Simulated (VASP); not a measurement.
# BaS4 (P4/mmm) in VASP: notebook, part 2 of 2

VASP 6.6.1.

**3. Single point, PBE**

This run uses another cell than the first one, of 32.12 Å³/atom, 1.019 times its volume.

Input file INCAR:

```
ALGO = Normal
EDIFF = 1E-7
ENCUT = 520
GGA = PE
ISIF = 2
ISMEAR = 0
LASPH = True
LCHARG = False
LREAL = False
LWAVE = False
NBANDS = 25
NELM = 100
PREC = Accurate
SIGMA = 0.1
```

Input file KPOINTS:

```
k-points
0
Gamma
  8 8 8
```

Input file POSCAR:

```
BaS4
1.0
    5.4953001739      0.0000000000      0.0000000000
    0.0000000000      5.4953001739      0.0000000000
    0.0000000000      0.0000000000      5.3183739341
Ba S
1 4
Direct
    0.0000000000      0.0000000000      0.0000000000
    0.5000000000      0.0000000000      0.3131931539
    0.0000000000      0.5000000000      0.6868068461
    0.5000000000      0.0000000000      0.6868068461
    0.0000000000      0.5000000000      0.3131931539
```

Potentials or basis: VASP PAW PBE potentials, release 64 (Ba_sv, S).

Started as:

```
$ cat potpaw_PBE.64/Ba_sv/POTCAR potpaw_PBE.64/S/POTCAR > POTCAR
$ mpirun -np 1 vasp_std > vasp.out
```

OUTCAR:

```text
EDIFF = 1E-7
   ENCUT = 520
   GGA = PE
   ISIF = 2
   ISMEAR = 0
   LASPH = True
   LREAL = False
   NELM = 100
   PREC = Accurate

 ion  position               nearest neighbor table
   1  0.000  0.000  0.000-   2 3.21   3 3.21   4 3.21   5 3.21   3 3.21   5 3.21   2 3.21   4 3.21

   2  0.500  0.000  0.313-   4 1.99   1 3.21   1 3.21
   3  0.000  0.500  0.687-   5 1.99   1 3.21   1 3.21
   4  0.500  0.000  0.687-   2 1.99   1 3.21   1 3.21
   5  0.000  0.500  0.313-   3 1.99   1 3.21   1 3.21

  LATTYP: Found a simple tetragonal cell.
 ALAT       =     5.4953001739
 C/A-ratio  =     0.9678040809

  Lattice vectors:

 A1 = (   5.4953001739,   0.0000000000,   0.0000000000)
 A2 = (   0.0000000000,   5.4953001739,   0.0000000000)
 A3 = (   0.0000000000,   0.0000000000,   5.3183739341)

Analysis of symmetry for initial positions (statically):
=====================================================================
 Subroutine PRICEL returns:
 Original cell was already a primitive cell.

 Routine SETGRP: Setting up the symmetry group for a
 simple tetragonal supercell.

 Subroutine GETGRP returns: Found 16 space group operations
 (whereof 16 operations were pure point group operations)
 out of a pool of 16 trial point group operations.

The static configuration has the point symmetry D_4h.

Analysis of symmetry for dynamics (positions and initial velocities):
=====================================================================
 Subroutine PRICEL returns:
 Original cell was already a primitive cell.

 Routine SETGRP: Setting up the symmetry group for a
 simple tetragonal supercell.

 Subroutine GETGRP returns: Found 16 space group operations
 (whereof 16 operations were pure point group operations)
 out of a pool of 16 trial point group operations.

The dynamic configuration has the point symmetry D_4h.
[... 117 lines left out ...]
   NUPDOWN=      -1.0000    fix difference up-down
   EMIN   =  10.00;   EMAX   =-10.00  energy-range for DOS
   EFERMI =   0.00;   METHOD = LEGACY
   ISMEAR =     0;   SIGMA  =   0.10  broadening in eV -4-tet -1-fermi 0-gaus
   EFERMI_NEDOS =   21; number of points for ismear=-14 and -15
   IALGO  =     38    algorithm
   IMIX   =      4    mixing-type and parameters
     AMIX     =   0.40;   BMIX     =  1.00
     AMIX_MAG =   1.60;   BMIX_MAG =  1.00
  volume/ion in A,a.u.               =      32.12       216.76
  Fermi-wavevector in a.u.,A,eV,Ry     =   0.975695  1.843795 12.952474  0.951980
  Thomas-Fermi vector in A             =   2.106254
   LORBIT       =      0    0 simple, 1 ext, 2 COOP (PROOUT), +10 PAW based schemes
   GGA     = PE    functional components
   LHFCALC =     F    Hartree Fock is set to
   AEXX    =    0.0000 exact exchange contribution
   IVDW    =     0    specifies the selected vdW correction
   LEPSILON=     F    determine dielectric tensor
   LRPA    =     F    only Hartree local field effects (RPA)
 non-spin polarized calculation
 Gauss-broadening in eV      SIGMA  =   0.10
  energy-cutoff  :      520.00
  volume of cell :      160.61
 maximum number of plane-waves:      4360
 NGX is ok and might be reduce to    42
   NGX = 21   NGY = 21   NGZ = 19

 number of electron      34.0000011 magnetization

 Free energy of the ion-electron system (eV)
  ---------------------------------------------------
  ext. energy  EPLUGINS =         0.00000000
  ---------------------------------------------------
  free energy    TOTEN  =       -21.47984456 eV

  energy without entropy =      -21.45935606  energy(sigma->0) =      -21.46960031

 E-fermi :   1.4992     XC(G=0):  -7.8185

 val. band max:        1.4969194881   @ k =   0.1250   0.0000   0.5000
 cond. band min:       1.5031511822   @ k =   0.5000   0.2500   0.0000
 fundamental gap:      0.0062316941
 Fermi energy:         1.4991822021

 k-point     1 :       0.0000    0.0000    0.0000
  band No.  band energies     occupation
      1     -25.4566      2.00000
      2     -13.5093      2.00000
      3     -13.2510      2.00000
      4     -10.9361      2.00000
      5     -10.7739      2.00000
      6     -10.7739      2.00000
[... 661 lines left out ...]
     24       7.2166      0.00000
     25       7.2955      0.00000

 [... further k-points ...]
[... 5 lines left out ...]
  --------------------------------------------------------------------------------------
  -------------------------------------------------------------------------------------
  Total        0.2967962      0.2967962     -0.4356952      0.0000000     -0.0000000      0.0000000
  in kB        2.9607876      2.9607876     -4.3464201      0.0000000     -0.0000000      0.0000000
  external PRESSURE =       0.5250517 kB  Pullay stress =       0.0000000 kB

 VOLUME and BASIS-vectors are now :
 -----------------------------------------------------------------------------
  energy-cutoff  :      520.00
  volume of cell :      160.61
      direct lattice vectors                 reciprocal lattice vectors
     5.495300174  0.000000000  0.000000000     0.181973681  0.000000000  0.000000000
     0.000000000  5.495300174  0.000000000     0.000000000  0.181973681  0.000000000
     0.000000000  0.000000000  5.318373934     0.000000000  0.000000000  0.188027396

 POSITION                                       TOTAL-FORCE (eV/Angst)
 -----------------------------------------------------------------------------------
      0.00000      0.00000      0.00000         0.000000      0.000000     -0.000000
      2.74765      0.00000      1.66568        -0.000000      0.000000      0.199486
      0.00000      2.74765      3.65270         0.000000     -0.000000     -0.199486
      2.74765      0.00000      3.65270        -0.000000      0.000000     -0.199486
      0.00000      2.74765      1.66568         0.000000      0.000000      0.199486
 -----------------------------------------------------------------------------------
    total drift:                               -0.000000     -0.000000      0.000000

  FREE ENERGIE OF THE ION-ELECTRON SYSTEM (eV)
  ---------------------------------------------------
  free  energy   TOTEN  =       -21.4798445576 eV

  energy  without entropy=      -21.4593560567  energy(sigma->0) =      -21.46960031
```

stdout:

```text
POSCAR found type information on POSCAR BaS
 POSCAR found :  2 types and       5 ions
 scaLAPACK will be used
 LDA part: xc-table for (Slater+PW92), standard interpolation
 POSCAR, INCAR and KPOINTS ok, starting setup
 FFT: planning ... GRIDC
 FFT: planning ... GRID_SOFT
 FFT: planning ... GRID
 WAVECAR not read
 entering main loop
```

Wall time 3.3 min (1 thread of Intel Xeon Platinum 8488C (Sapphire Rapids), shared host); peak memory 0.41 GiB.

Results:

```yaml
Free_energy: -21.4798 eV
Pressure: 0.1 GPa
Largest_force: 0.199 eV/Å
Band_gap_on_the_k_mesh: zero (band 17 reaches 1.91 eV, above the bottom of band 18 at 1.13 eV)
```

Forces in eV/Å, atoms in the order of the input:
```
Ba   0.000  0.000  0.000
S    0.000  0.000  0.199
S    0.000  0.000 -0.199
S    0.000  0.000 -0.199
S    0.000  0.000  0.199
```

Levels at points of the mesh, in eV from the Fermi level:
```csv
k point,band 13,band 14,band 15,band 16,band 17,band 18,band 19,band 20,band 21,band 22
"(0.00, 0.00, 0.00)",-2.68,-2.68,-1.23,-1.23,0.41,0.41,2.48,3.70,4.46,5.29
"(0.50, 0.00, 0.00)",-3.35,-3.24,-1.00,-0.12,-0.03,0.06,3.17,4.06,4.98,5.35
"(0.50, 0.50, 0.00)",-2.98,-2.47,-0.65,-0.49,0.30,0.77,3.57,3.57,4.74,4.84
"(0.00, 0.00, 0.50)",-2.64,-2.64,-0.81,-0.81,0.16,0.16,1.31,1.82,4.11,4.58
"(0.50, 0.00, 0.50)",-3.14,-3.10,-1.23,-0.72,-0.62,-0.26,1.61,2.28,4.80,5.01
"(0.50, 0.50, 0.50)",-2.62,-2.33,-1.68,-1.67,-0.72,0.37,2.32,2.32,4.28,4.28
```

Caveat: spin-orbit coupling is left out, which moves the levels of the heavy elements.
